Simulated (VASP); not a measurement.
LiSe3, 4 atoms in the cell. The structure is tetragonal, space group P4/mmm (No. 123). The conventional cell has a = 4.389 Å, b = 4.389 Å, c = 5.479 Å, α = 90.00°, β = 90.00°, γ = 90.00°. Within 3.6 Å of Li (site symmetry 4/mmm) lie 10 Se at 2.74 to 3.29 Å. Se (site symmetry 4mm) has 1 Se at 2.20 Å within 2.9 Å. Within 3.6 Å of Se (site symmetry 4/mmm) lie 2 Li at 2.74 Å and 8 Se at 3.51 Å. 

```yaml
Program: VASP 6.6.1
Task: relaxation of cell and atoms
Functional: PBE
Potentials_or_basis: VASP PAW PBE potentials, release 64 (Li_sv, Se)
Cutoff: 600 eV
k_mesh: 4 × 4 × 4
Occupations: gaussian, width 0.1 eV
Spin: no spin polarisation
Dipole_correction: no
Further_INCAR_settings: ALGO = Normal; EDIFF = 1e-07; IBRION = 2; EDIFFG = -0.04; NSW = 90; ISIF = 3
```

Potentials or basis: VASP PAW PBE potentials, release 64 (Li_sv, Se).

Command:

```console
$ cat potpaw_PBE.64/Li_sv/POTCAR potpaw_PBE.64/Se/POTCAR > POTCAR
$ mpirun -np 1 vasp_std > vasp.out
```

Hardware: 1 thread of AMD EPYC 7R43 64-Core Processor (Zen 3), with other jobs on the host.

**Question.** How long does it take, and how much memory?

**Answer.** Run time: 3.9 min on 1 thread of AMD EPYC 7R43 64-Core Processor (Zen 3), with other jobs on the host, peak memory 0.22 GiB. Counts: scf iterations 103, k points 18, ion steps 11.
